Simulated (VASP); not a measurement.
Here is a VASP 6.6.1 calculation.

The input INCAR:

```
PREC = Accurate ; ENCUT = 520
EDIFF = 1E-6 ; ISMEAR = 0
SIGMA = 0.05 ; LREAL = F
LASPH = T ; NELM = 80
ALGO = Normal ; ISIF = 2
LWAVE = F ; LCHARG = F
GGA = PE ; NBANDS = 16
```

Contents of KPOINTS:

```
Automatic mesh
0
Gamma
  12 12 6
```

POSCAR

```
SiC
1.0
    3.0137421920      0.0000000000      0.0000000000
   -1.5068710960      2.6099772987      0.0000000000
    0.0000000000      0.0000000000      5.3409539127
Si C
2 2
Direct
    0.3333333333      0.6666666667      0.0045639005
    0.6666666667      0.3333333333      0.5045639005
    0.3333333333      0.6666666667      0.3356973251
    0.6666666667      0.3333333333      0.8356973251
```

Potentials or basis: VASP PAW PBE potentials, release 64 (Si, C).

The run is started by

```console
$ cat potpaw_PBE.64/Si/POTCAR potpaw_PBE.64/C/POTCAR > POTCAR
$ mpirun -np 1 vasp_std > vasp.out
```

Q: What does it give for the largest force?

A: 4.464 eV/Å.

Q: Estimate the band gap on the k mesh.

A: 0.14 eV, indirect (least direct gap 3.14 eV).

Stress tensor (GPa, compression positive):
```
  7.24   0.00   0.00
  0.00   7.24   0.00
  0.00   0.00 -12.38
```

Caveat: forces of over 1 eV/Å act on the atoms, so gaps and moduli don't describe the material at rest. A k mesh can miss the band edges.
